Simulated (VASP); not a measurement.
# Al3Ru (Pm-3n) in VASP: further runs

The runs below take Al3Ru through single point, relaxation of cell and atoms, with PBE.

All numbers are computed with VASP 6.6.1; they aren't measurements. Logs are shortened: lines on timing, memory, paths and dates and some standing lists are left out, and cuts for length are marked.

### Step 1. The cell of the first run

Symmetry: Pm-3n, No. 223, cubic system. The conventional cell has a = 4.904 Å, b = 4.904 Å, c = 4.904 Å, α = 90.00°, β = 90.00°, γ = 90.00°. Al (site symmetry -4m2) has 10 Al at 2.45 to 3.00 Å and 4 Ru at 2.74 Å within 3.2 Å. Within 3.6 Å of Ru (site symmetry m-3) lie 12 Al at 2.74 Å.

The cell was generated, and may not be a known phase.

### Step 2. Single point, PBE

INCAR reads:

```
ALGO     = Fast           # electronic algorithm
EDIFF    = 1E-6           # SCF threshold, eV
ENCUT    = 520            # plane-wave cutoff, eV
GGA      = PE             # functional
ISIF     = 2              # what is computed and relaxed
ISMEAR   = 0              # smearing method
LASPH    = T              # aspherical terms in the spheres
LCHARG   = F              # write CHGCAR
LREAL    = F              # projectors in reciprocal space
LWAVE    = F              # write WAVECAR
NBANDS   = 33             # bands
NELM     = 80             # most SCF steps
PREC     = Accurate       # precision mode
SIGMA    = 0.1            # smearing width, eV
```

KPOINTS reads:

```
k-points
0
Gamma
  8 8 8
```

POSCAR reads:

```
Al3Ru
1.0
    4.9041090381      0.0000000000      0.0000000000
    0.0000000000      4.9041090381      0.0000000000
    0.0000000000      0.0000000000      4.9041090381
Al Ru
6 2
Direct
    0.5000000000      0.2500000000      0.0000000000
    0.5000000000      0.7500000000      0.0000000000
    0.2500000000      0.0000000000      0.5000000000
    0.7500000000      0.0000000000      0.5000000000
    0.0000000000      0.5000000000      0.2500000000
    0.0000000000      0.5000000000      0.7500000000
    0.5000000000      0.5000000000      0.5000000000
    0.0000000000      0.0000000000      0.0000000000
```

Potentials or basis: VASP PAW PBE potentials, release 64 (Al, Ru_pv).

Started as:

```sh
$ cat potpaw_PBE.64/Al/POTCAR potpaw_PBE.64/Ru_pv/POTCAR > POTCAR
$ mpirun -np 1 vasp_std > vasp.out
```

OUTCAR:

```text
EDIFF = 1E-6
   ENCUT = 520
   GGA = PE
   ISIF = 2
   ISMEAR = 0
   LASPH = T
   LREAL = F
   NELM = 80
   PREC = Accurate

 ion  position               nearest neighbor table
   1  0.500  0.250  0.000-   2 2.45   2 2.45   8 2.74   7 2.74   7 2.74   8 2.74   4 3.00   3 3.00
                             4 3.00   5 3.00   6 3.00   5 3.00   6 3.00   3 3.00
   2  0.500  0.750  0.000-   1 2.45   1 2.45   8 2.74   7 2.74   7 2.74   8 2.74   4 3.00   3 3.00
                             4 3.00   5 3.00   6 3.00   5 3.00   6 3.00   3 3.00
   3  0.250  0.000  0.500-   4 2.45   4 2.45   8 2.74   8 2.74   7 2.74   7 2.74   1 3.00   1 3.00
                             2 3.00   5 3.00   5 3.00   6 3.00   6 3.00   2 3.00
   4  0.750  0.000  0.500-   3 2.45   3 2.45   8 2.74   8 2.74   7 2.74   7 2.74   1 3.00   1 3.00
                             2 3.00   5 3.00   5 3.00   6 3.00   6 3.00   2 3.00
   5  0.000  0.500  0.250-   6 2.45   6 2.45   8 2.74   7 2.74   8 2.74   7 2.74   3 3.00   4 3.00
                             3 3.00   4 3.00   1 3.00   1 3.00   2 3.00   2 3.00
   6  0.000  0.500  0.750-   5 2.45   5 2.45   8 2.74   7 2.74   8 2.74   7 2.74   3 3.00   4 3.00
                             3 3.00   4 3.00   1 3.00   1 3.00   2 3.00   2 3.00
   7  0.500  0.500  0.500-   1 2.74   2 2.74   3 2.74   4 2.74   5 2.74   6 2.74   1 2.74   2 2.74
                             3 2.74   4 2.74   5 2.74   6 2.74
   8  0.000  0.000  0.000-   1 2.74   2 2.74   3 2.74   4 2.74   5 2.74   6 2.74   3 2.74   4 2.74
                             5 2.74   6 2.74   1 2.74   2 2.74

  LATTYP: Found a simple cubic cell.
 ALAT       =     4.9041090381

  Lattice vectors:

 A1 = (   4.9041090381,   0.0000000000,   0.0000000000)
 A2 = (   0.0000000000,   4.9041090381,   0.0000000000)
 A3 = (   0.0000000000,   0.0000000000,   4.9041090381)

Analysis of symmetry for initial positions (statically):
=====================================================================
 Subroutine PRICEL returns:
 Original cell was already a primitive cell.

 Routine SETGRP: Setting up the symmetry group for a
 simple cubic supercell.

 Subroutine GETGRP returns: Found 48 space group operations
 (whereof 24 operations were pure point group operations)
 out of a pool of 48 trial point group operations.

The static configuration has the point symmetry T_h .
 The point group associated with its full space group is O_h .

Analysis of symmetry for dynamics (positions and initial velocities):
=====================================================================
 Subroutine PRICEL returns:
 Original cell was already a primitive cell.

 Routine SETGRP: Setting up the symmetry group for a
 simple cubic supercell.

 Subroutine GETGRP returns: Found 48 space group operations
 (whereof 24 operations were pure point group operations)
 out of a pool of 48 trial point group operations.

The dynamic configuration has the point symmetry T_h .
 The point group associated with its full space group is O_h .

 Subroutine INISYM returns: Found 48 space group operations
 (whereof 24 operations are pure point group operations),
 and found     1 'primitive' translations

----------------------------------------------------------------------------------------

                                     Primitive cell

  volume of cell :     117.9452

  direct lattice vectors                    reciprocal lattice vectors
     4.904109038  0.000000000  0.000000000     0.203910637  0.000000000  0.000000000
     0.000000000  4.904109038  0.000000000     0.000000000  0.203910637  0.000000000
     0.000000000  0.000000000  4.904109038     0.000000000  0.000000000  0.203910637

  length of vectors
     4.904109038  4.904109038  4.904109038     0.203910637  0.203910637  0.203910637

  position of ions in fractional coordinates (direct lattice)
     0.500000000  0.250000000  0.000000000
     0.500000000  0.750000000  0.000000000
     0.250000000  0.000000000  0.500000000
     0.750000000  0.000000000  0.500000000
     0.000000000  0.500000000  0.250000000
     0.000000000  0.500000000  0.750000000
     0.500000000  0.500000000  0.500000000
     0.000000000  0.000000000  0.000000000

  ion indices of the primitive-cell ions
   primitive index   ion index
                 1           1
                 2           2
                 3           3
                 4           4
                 5           5
                 6           6
                 7           7
                 8           8

----------------------------------------------------------------------------------------

 KPOINTS: k-points

Automatic generation of k-mesh.
 Grid dimensions read from file:
 generate k-points for:    8    8    8

 Generating k-lattice:

  Cartesian coordinates                     Fractional coordinates (reciprocal lattice)
     0.025488830  0.000000000  0.000000000     0.125000000  0.000000000  0.000000000
     0.000000000  0.025488830  0.000000000     0.000000000  0.125000000  0.000000000
     0.000000000  0.000000000  0.025488830     0.000000000  0.000000000  0.125000000

  Length of vectors
     0.025488830  0.025488830  0.025488830

  Shift w.r.t. Gamma in fractional coordinates (k-lattice)
     0.000000000  0.000000000  0.000000000

 Subroutine IBZKPT returns following result:
 ===========================================

 Found     35 irreducible k-points:

 Following reciprocal coordinates:
            Coordinates               Weight
  0.000000  0.000000  0.000000      1.000000
  0.125000  0.000000  0.000000      6.000000
  0.250000  0.000000  0.000000      6.000000
  0.375000  0.000000  0.000000      6.000000
  0.500000  0.000000  0.000000      3.000000
  0.125000  0.125000  0.000000     12.000000
[... 16 lines left out ...]
  0.375000  0.375000  0.125000     24.000000
  0.500000  0.375000  0.125000     24.000000
 [... further k-points ...]
   k-points           NKPTS =     35   k-points in BZ     NKDIM =     35   number of bands    NBANDS=     33
   number of dos      NEDOS =    301   number of ions     NIONS =      8
   total plane-waves  NPLWV =  46656
   dimension x,y,z NGX =    36 NGY =   36 NGZ =   36
   dimension x,y,z NGXF=    72 NGYF=   72 NGZF=   72
   ions per type =               6   2
   NGX,Y,Z   is equivalent  to a cutoff of  12.20, 12.20, 12.20 a.u.
   NGXF,Y,Z  is equivalent  to a cutoff of  24.41, 24.41, 24.41 a.u.
 SYSTEM =  unknown system
   PREC   = accura    normal or accurate (medium, high low for compatibility)
   ISTART =      0    job   : 0-new  1-cont  2-samecut
   ICHARG =      2    charge: 1-file 2-atom 10-const
   ISPIN  =      1    spin polarized calculation?
   LNONCOLLINEAR =      F non collinear calculations
   LSORBIT =      F    spin-orbit coupling
   LASPH  =      T    aspherical Exc in radial PAW
   ENCUT  =  520.0 eV  38.22 Ry    6.18 a.u.   9.12  9.12  9.12*2*pi/ulx,y,z
   NELM   =     80;   NELMIN=  2; NELMDL= -5     # of ELM steps
   EDIFF  = 0.1E-05   stopping-criterion for ELM
   LREAL  =      F    real-space projection
   EDIFFG = 0.1E-04   stopping-criterion for IOM
   NSW    =      0    number of steps for IOM
   IBRION =     -1    ionic relax: 0-MD 1-quasi-New 2-CG
   NFREE  =      0    steps in history (QN), initial steepest desc. (CG)
   ISIF   =      2    stress and relaxation
   ISYM   =      2    0-nonsym 1-usesym 2-fastsym
   POTIM  = 0.5000    time-step for ionic-motion
   TEBEG  =    0.0;   TEEND  =   0.0 temperature during run
   PSTRESS=    0.0 pullay stress
   NELECT =      46.0000    total number of electrons
   NUPDOWN=      -1.0000    fix difference up-down
   EMIN   =  10.00;   EMAX   =-10.00  energy-range for DOS
   EFERMI =   0.00;   METHOD = LEGACY
   ISMEAR =     0;   SIGMA  =   0.10  broadening in eV -4-tet -1-fermi 0-gaus
   EFERMI_NEDOS =   21; number of points for ismear=-14 and -15
   IALGO  =     68    algorithm
   IMIX   =      4    mixing-type and parameters
     AMIX     =   0.40;   BMIX     =  1.00
     AMIX_MAG =   1.60;   BMIX_MAG =  1.00
  volume/ion in A,a.u.               =      14.74        99.49
  Fermi-wavevector in a.u.,A,eV,Ry     =   1.196100  2.260300 19.465231  1.430654
  Thomas-Fermi vector in A             =   2.332048
   LORBIT       =      0    0 simple, 1 ext, 2 COOP (PROOUT), +10 PAW based schemes
   GGA     = PE    functional components
   LHFCALC =     F    Hartree Fock is set to
   AEXX    =    0.0000 exact exchange contribution
   IVDW    =     0    specifies the selected vdW correction
   LEPSILON=     F    determine dielectric tensor
   LRPA    =     F    only Hartree local field effects (RPA)
 non-spin polarized calculation
 RMM-DIIS sequential band-by-band and
 Gauss-broadening in eV      SIGMA  =   0.10
  energy-cutoff  :      520.00
  volume of cell :      117.95
 maximum number of plane-waves:      3196
   NGX = 19   NGY = 19   NGZ = 19

 number of electron      46.0000010 magnetization

 Free energy of the ion-electron system (eV)
  ---------------------------------------------------
  ext. energy  EPLUGINS =         0.00000000
  ---------------------------------------------------
  free energy    TOTEN  =       -44.34574883 eV

  energy without entropy =      -44.33349283  energy(sigma->0) =      -44.33962083

 E-fermi :   9.0270     XC(G=0): -11.3259

 val. band max:        9.0171996007   @ k =   0.5000   0.2500   0.0000
 cond. band min:       9.0986936244   @ k =   0.5000   0.1250   0.1250
 fundamental gap:      0.0814940237
 Fermi energy:         9.0269669513

 k-point     1 :       0.0000    0.0000    0.0000
  band No.  band energies     occupation
      1     -32.7821      2.00000
      2     -32.7821      2.00000
      3     -32.7821      2.00000
      4     -32.7783      2.00000
      5     -32.7783      2.00000
      6     -32.7783      2.00000
[... 25 lines left out ...]
     32      14.8802      0.00000
     33      14.8804      0.00000
[... 797 lines left out ...]
      3     -32.7802      2.00000
      4     -32.7802      2.00000
      5     -32.7785      2.00000
      6     -32.7785      2.00000
[... 25 lines left out ...]
     32      14.9064      0.00000
     33      15.7150      0.00000

 [... further k-points ...]

------------------------ aborting loop because EDIFF is reached ----------------------------------------

  FORCE on cell =-STRESS in cart. coord.  units (eV):
  Direction    XX          YY          ZZ          XY          YZ          ZX
  --------------------------------------------------------------------------------------
  -------------------------------------------------------------------------------------
  Total       -0.0400461     -0.0400461     -0.0400461      0.0000000     -0.0000000      0.0000000
  in kB       -0.5439894     -0.5439894     -0.5439894      0.0000000     -0.0000000      0.0000000
  external PRESSURE =      -0.5439894 kB  Pullay stress =       0.0000000 kB

 VOLUME and BASIS-vectors are now :
 -----------------------------------------------------------------------------
  energy-cutoff  :      520.00
  volume of cell :      117.95
      direct lattice vectors                 reciprocal lattice vectors
     4.904109038  0.000000000  0.000000000     0.203910637  0.000000000  0.000000000
     0.000000000  4.904109038  0.000000000     0.000000000  0.203910637  0.000000000
     0.000000000  0.000000000  4.904109038     0.000000000  0.000000000  0.203910637

 POSITION                                       TOTAL-FORCE (eV/Angst)
 -----------------------------------------------------------------------------------
      2.45205      1.22603      0.00000        -0.000000      0.000000      0.000000
      2.45205      3.67808      0.00000         0.000000     -0.000000     -0.000000
      1.22603      0.00000      2.45205         0.000000      0.000000      0.000000
      3.67808      0.00000      2.45205        -0.000000     -0.000000     -0.000000
      0.00000      2.45205      1.22603         0.000000      0.000000     -0.000000
      0.00000      2.45205      3.67808         0.000000     -0.000000      0.000000
      2.45205      2.45205      2.45205         0.000000      0.000000      0.000000
      0.00000      0.00000      0.00000         0.000000      0.000000      0.000000
 -----------------------------------------------------------------------------------
    total drift:                                0.000000      0.000000      0.000000

  FREE ENERGIE OF THE ION-ELECTRON SYSTEM (eV)
  ---------------------------------------------------
  free  energy   TOTEN  =       -44.3457488334 eV

  energy  without entropy=      -44.3334928252  energy(sigma->0) =      -44.33962083
```

Run time: 2 min. Hardware: 1 thread of Intel Xeon 8259CL, shared host; peak memory 0.27 GiB.

What came out:

- Free energy: -44.3457 eV
- Pressure: -0.1 GPa
- Band gap on the k mesh: zero (bands 23 and 24 overlap by 2.26 eV)

(Part 1 of 2 ends here.)

The gap in the log of VASP goes by the Fermi energy; the results here count the filled bands.